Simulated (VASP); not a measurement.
# Ce (Fm-3m) in VASP: single point with BLYP

Aim: the single point of Ce with BLYP.

Everything below comes from runs of VASP 6.6.1. Logs are shortened: lines on timing, memory, paths and dates and some standing lists are left out, and cuts for length are marked.

**1. The cell of the first run**

Symmetry: Fm-3m, No. 225, cubic system. Conventional cell: a = 4.926 Å, b = 4.926 Å, c = 4.926 Å, α = 90.00°, β = 90.00°, γ = 90.00°. Within 4.6 Å of Ce (site symmetry m-3m) lie 12 Ce at 3.48 Å.

**2. Single point, BLYP, collinear spin, ferromagnetic start**

Contents of INCAR:

```
SYSTEM = Ce
PREC = Accurate
ENCUT = 520
EDIFF = 1E-6
ISMEAR = -1
SIGMA = 0.05
LREAL = .False.
LASPH = .True.
NELM = 150
ALGO = Normal
ISIF = 2
LWAVE = .False.
LCHARG = .False.
ISPIN = 2
MAGMOM = 1
LORBIT = 11
LMAXMIX = 6
GGA = B5
ALDAX = 1.0
AGGAX = 1.0
AGGAC = 1.0
ALDAC = 0.0
NBANDS = 16
```

Contents of KPOINTS:

```
Automatic mesh
0
Gamma
  15 15 15
  0 0 0
```

Contents of POSCAR:

```
Ce
1.0
    0.0000000000      2.4629815844      2.4629815844
    2.4629815844      0.0000000000      2.4629815844
    2.4629815844      2.4629815844      0.0000000000
Ce
1
Direct
    0.0000000000      0.0000000000      0.0000000000
```

Potentials or basis: VASP PAW PBE potentials, release 64 (Ce).

Launch:

```
$ cat potpaw_PBE.64/Ce/POTCAR > POTCAR
$ mpirun -np 1 vasp_std > vasp.out
```

OUTCAR:

```text
SYSTEM = Ce
   PREC = Accurate
   ENCUT = 520
   EDIFF = 1E-6
   ISMEAR = -1
   LREAL = .False.
   LASPH = .True.
   NELM = 150
   ISIF = 2
   ISPIN = 2
   LORBIT = 11
   GGA = B5

 ion  position               nearest neighbor table
   1  0.000  0.000  0.000-

  LATTYP: Found a face centered cubic cell.
 ALAT       =     4.9259631688

  Lattice vectors:

 A1 = (   0.0000000000,   2.4629815844,   2.4629815844)
 A2 = (   2.4629815844,   0.0000000000,   2.4629815844)
 A3 = (   2.4629815844,   2.4629815844,   0.0000000000)

Analysis of symmetry for initial positions (statically):
=====================================================================
 Subroutine PRICEL returns:
 Original cell was already a primitive cell.

 Routine SETGRP: Setting up the symmetry group for a
 face centered cubic supercell.

 Subroutine GETGRP returns: Found 48 space group operations
 (whereof 48 operations were pure point group operations)
 out of a pool of 48 trial point group operations.

The static configuration has the point symmetry O_h .

Analysis of symmetry for dynamics (positions and initial velocities):
=====================================================================
 Subroutine PRICEL returns:
 Original cell was already a primitive cell.

 Routine SETGRP: Setting up the symmetry group for a
 face centered cubic supercell.

 Subroutine GETGRP returns: Found 48 space group operations
 (whereof 48 operations were pure point group operations)
 out of a pool of 48 trial point group operations.

The dynamic configuration has the point symmetry O_h .

Analysis of structural, dynamic, and magnetic symmetry:
=====================================================================
 Subroutine PRICEL returns:
 Original cell was already a primitive cell.

 Routine SETGRP: Setting up the symmetry group for a
 face centered cubic supercell.

 Subroutine GETGRP returns: Found 48 space group operations
 (whereof 48 operations were pure point group operations)
 out of a pool of 48 trial point group operations.

The overall configuration has the point symmetry O_h .

 Subroutine INISYM returns: Found 48 space group operations
 (whereof 48 operations are pure point group operations),
 and found     1 'primitive' translations

----------------------------------------------------------------------------------------

                                     Primitive cell

  volume of cell :      29.8823

  direct lattice vectors                    reciprocal lattice vectors
     0.000000000  2.462981584  2.462981584    -0.203005984  0.203005984  0.203005984
     2.462981584  0.000000000  2.462981584     0.203005984 -0.203005984  0.203005984
     2.462981584  2.462981584  0.000000000     0.203005984  0.203005984 -0.203005984

  length of vectors
     3.483181961  3.483181961  3.483181961     0.351616678  0.351616678  0.351616678

  position of ions in fractional coordinates (direct lattice)
     0.000000000  0.000000000  0.000000000

  ion indices of the primitive-cell ions
   primitive index   ion index
                 1           1

----------------------------------------------------------------------------------------

 KPOINTS: Automatic mesh

Automatic generation of k-mesh.
 Grid dimensions read from file:
 generate k-points for:   15   15   15

 Generating k-lattice:

  Cartesian coordinates                     Fractional coordinates (reciprocal lattice)
    -0.013533732  0.013533732  0.013533732     0.066666667  0.000000000  0.000000000
     0.013533732 -0.013533732  0.013533732     0.000000000  0.066666667  0.000000000
     0.013533732  0.013533732 -0.013533732     0.000000000  0.000000000  0.066666667

  Length of vectors
     0.023441112  0.023441112  0.023441112

  Shift w.r.t. Gamma in fractional coordinates (k-lattice)
     0.000000000  0.000000000  0.000000000

 Subroutine IBZKPT returns following result:
 ===========================================

 Found    120 irreducible k-points:

 Following reciprocal coordinates:
            Coordinates               Weight
  0.000000  0.000000  0.000000      1.000000
  0.066667  0.000000  0.000000      8.000000
  0.133333  0.000000  0.000000      8.000000
  0.200000  0.000000  0.000000      8.000000
  0.266667  0.000000  0.000000      8.000000
  0.333333  0.000000  0.000000      8.000000
[... 16 lines left out ...]
  0.133333  0.133333  0.000000      6.000000
  0.200000  0.133333  0.000000     24.000000
 [... further k-points ...]
   k-points           NKPTS =    120   k-points in BZ     NKDIM =    120   number of bands    NBANDS=     16
   number of dos      NEDOS =    301   number of ions     NIONS =      1
   total plane-waves  NPLWV =  21952
   dimension x,y,z NGX =    28 NGY =   28 NGZ =   28
   dimension x,y,z NGXF=    56 NGYF=   56 NGZF=   56
   ions per type =               1
   NGX,Y,Z   is equivalent  to a cutoff of  13.36, 13.36, 13.36 a.u.
   NGXF,Y,Z  is equivalent  to a cutoff of  26.73, 26.73, 26.73 a.u.
 SYSTEM =  Ce
   PREC   = accura    normal or accurate (medium, high low for compatibility)
   ISTART =      0    job   : 0-new  1-cont  2-samecut
   ICHARG =      2    charge: 1-file 2-atom 10-const
   ISPIN  =      2    spin polarized calculation?
   LNONCOLLINEAR =      F non collinear calculations
   LSORBIT =      F    spin-orbit coupling
   LASPH  =      T    aspherical Exc in radial PAW
   ENCUT  =  520.0 eV  38.22 Ry    6.18 a.u.   6.48  6.48  6.48*2*pi/ulx,y,z
   NELM   =    150;   NELMIN=  2; NELMDL= -5     # of ELM steps
   EDIFF  = 0.1E-05   stopping-criterion for ELM
   LREAL  =      F    real-space projection
   EDIFFG = 0.1E-04   stopping-criterion for IOM
   NSW    =      0    number of steps for IOM
   IBRION =     -1    ionic relax: 0-MD 1-quasi-New 2-CG
   NFREE  =      0    steps in history (QN), initial steepest desc. (CG)
   ISIF   =      2    stress and relaxation
   ISYM   =      2    0-nonsym 1-usesym 2-fastsym
   POTIM  = 0.5000    time-step for ionic-motion
   TEBEG  =    0.0;   TEEND  =   0.0 temperature during run
   PSTRESS=    0.0 pullay stress
   NELECT =      12.0000    total number of electrons
   NUPDOWN=      -1.0000    fix difference up-down
   EMIN   =  10.00;   EMAX   =-10.00  energy-range for DOS
   EFERMI =   0.00;   METHOD = LEGACY
   ISMEAR =    -1;   SIGMA  =   0.05  broadening in eV -4-tet -1-fermi 0-gaus
   EFERMI_NEDOS =   21; number of points for ismear=-14 and -15
   IALGO  =     38    algorithm
   IMIX   =      4    mixing-type and parameters
     AMIX     =   0.40;   BMIX     =  1.00
     AMIX_MAG =   1.60;   BMIX_MAG =  1.00
  volume/ion in A,a.u.               =      29.88       201.66
  Fermi-wavevector in a.u.,A,eV,Ry     =   1.207807  2.282424 19.848137  1.458797
  Thomas-Fermi vector in A             =   2.343433
   LORBIT       =     11    0 simple, 1 ext, 2 COOP (PROOUT), +10 PAW based schemes
   GGA     = B5    functional components
   LHFCALC =     F    Hartree Fock is set to
   AEXX    =    0.0000 exact exchange contribution
   IVDW    =     0    specifies the selected vdW correction
   LEPSILON=     F    determine dielectric tensor
   LRPA    =     F    only Hartree local field effects (RPA)
 spin polarized calculation
  energy-cutoff  :      520.00
  volume of cell :       29.88
 maximum number of plane-waves:       825
 NGX is ok and might be reduce to    28
   NGX = 13   NGY = 13   NGZ = 13

 number of electron      12.0000000 magnetization       0.0044753

 number of electron      12.0000000 magnetization      -0.0006425

 Free energy of the ion-electron system (eV)
  ---------------------------------------------------
  ext. energy  EPLUGINS =         0.00000000
  ---------------------------------------------------
  free energy    TOTEN  =        -4.78038848 eV

  energy without entropy =       -4.75631955  energy(sigma->0) =       -4.76835401

 E-fermi :   8.6991     XC(G=0): -10.1107

 val. band max:        8.6986502496   @ k =  -0.2667   0.2667   0.0000
 cond. band min:       8.6999398169   @ k =   0.4000   0.2000   0.0667
 fundamental gap:      0.0012895673
 Fermi energy:         8.6991431560

 spin component 1

 k-point     1 :       0.0000    0.0000    0.0000
  band No.  band energies     occupation
      1     -25.9344      1.00000
      2      -7.6468      1.00000
      3      -7.6468      1.00000
      4      -7.6468      1.00000
      5       5.7491      1.00000
      6       8.5499      0.95186
[... 8 lines left out ...]
     15      10.3559      0.00000
     16      13.2543      0.00000
[... 419 lines left out ...]
 k-point    24 :       0.2000    0.1333    0.0000
  band No.  band energies     occupation
      1     -25.8171      1.00000
      2      -8.2885      1.00000
      3      -7.8431      1.00000
      4      -7.8252      1.00000
      5       7.0324      1.00000
      6       8.2119      0.99994
[... 8 lines left out ...]
     15      11.4678      0.00000
     16      12.1769      0.00000

 [... further k-points ...]

 spin component 2

 k-point     1 :       0.0000    0.0000    0.0000
  band No.  band energies     occupation
      1     -25.9348      1.00000
      2      -7.6471      1.00000
      3      -7.6471      1.00000
      4      -7.6471      1.00000
      5       5.7490      1.00000
      6       8.5493      0.95242
[... 8 lines left out ...]
     15      10.3558      0.00000
     16      13.2541      0.00000
[... 419 lines left out ...]
 k-point    24 :       0.2000    0.1333    0.0000
  band No.  band energies     occupation
      1     -25.8175      1.00000
      2      -8.2888      1.00000
      3      -7.8434      1.00000
      4      -7.8255      1.00000
      5       7.0323      1.00000
      6       8.2115      0.99994
[... 8 lines left out ...]
     15      11.4677      0.00000
     16      12.1767      0.00000

 [... further k-points ...]

------------------------ aborting loop because EDIFF is reached ----------------------------------------

  FORCE on cell =-STRESS in cart. coord.  units (eV):
  Direction    XX          YY          ZZ          XY          YZ          ZX
  --------------------------------------------------------------------------------------
  -------------------------------------------------------------------------------------
  Total       -0.0486769     -0.0486769     -0.0486769      0.0000000      0.0000000     -0.0000000
  in kB       -2.6098761     -2.6098761     -2.6098761      0.0000000      0.0000000     -0.0000000
  external PRESSURE =      -2.6098761 kB  Pullay stress =       0.0000000 kB

 VOLUME and BASIS-vectors are now :
 -----------------------------------------------------------------------------
  energy-cutoff  :      520.00
  volume of cell :       29.88
      direct lattice vectors                 reciprocal lattice vectors
     0.000000000  2.462981584  2.462981584    -0.203005984  0.203005984  0.203005984
     2.462981584  0.000000000  2.462981584     0.203005984 -0.203005984  0.203005984
     2.462981584  2.462981584  0.000000000     0.203005984  0.203005984 -0.203005984

 POSITION                                       TOTAL-FORCE (eV/Angst)
 -----------------------------------------------------------------------------------
      0.00000      0.00000      0.00000         0.000000      0.000000      0.000000
 -----------------------------------------------------------------------------------
    total drift:                               -0.000000      0.000000     -0.000000

  FREE ENERGIE OF THE ION-ELECTRON SYSTEM (eV)
  ---------------------------------------------------
  free  energy   TOTEN  =        -4.7803884764 eV

  energy  without entropy=       -4.7563195475  energy(sigma->0) =       -4.76835401

 total charge

# of ion       s       p       d       f       tot
--------------------------------------------------
    1        2.107   5.575   1.128   1.034   9.844

 magnetization (x)

# of ion       s       p       d       f       tot
--------------------------------------------------
    1       -0.000   0.000   0.000  -0.001  -0.001
```

It took 4.2 min on 1 thread of Oxide Virtual Turin-like, shared host; peak memory 0.22 GiB.

What came out:

* Free energy: -4.7804 eV
* Pressure: -0.3 GPa
* Band gap on the k mesh: zero (filled and empty bands overlap)
* Net moment: 0.00 μB per cell
* Valence electrons inside the program's atomic spheres: Ce 9.84

Levels at points of the mesh, in eV from the Fermi level:
Spin up:
```csv
k point,band 4,band 5,band 6,band 7,band 8,band 9
"(0.00, 0.00, 0.00)",-16.35,-2.95,-0.15,0.32,0.32,0.32
```
Spin down:
| k point | band 4 | band 5 | band 6 | band 7 | band 8 | band 9 |
| --- | --- | --- | --- | --- | --- | --- |
| (0.00, 0.00, 0.00) | -16.35 | -2.95 | -0.15 | 0.32 | 0.32 | 0.32 |

Caveat: the magnetic or orbital state may not be the lowest; the moments typed at the start vanished in this run; the PAW data sets were made with another functional, which shifts forces and pressure a little; spin-orbit coupling is left out, which moves the levels of the heavy elements; semilocal functionals describe open f shells poorly, which spoils levels, moments and volumes.
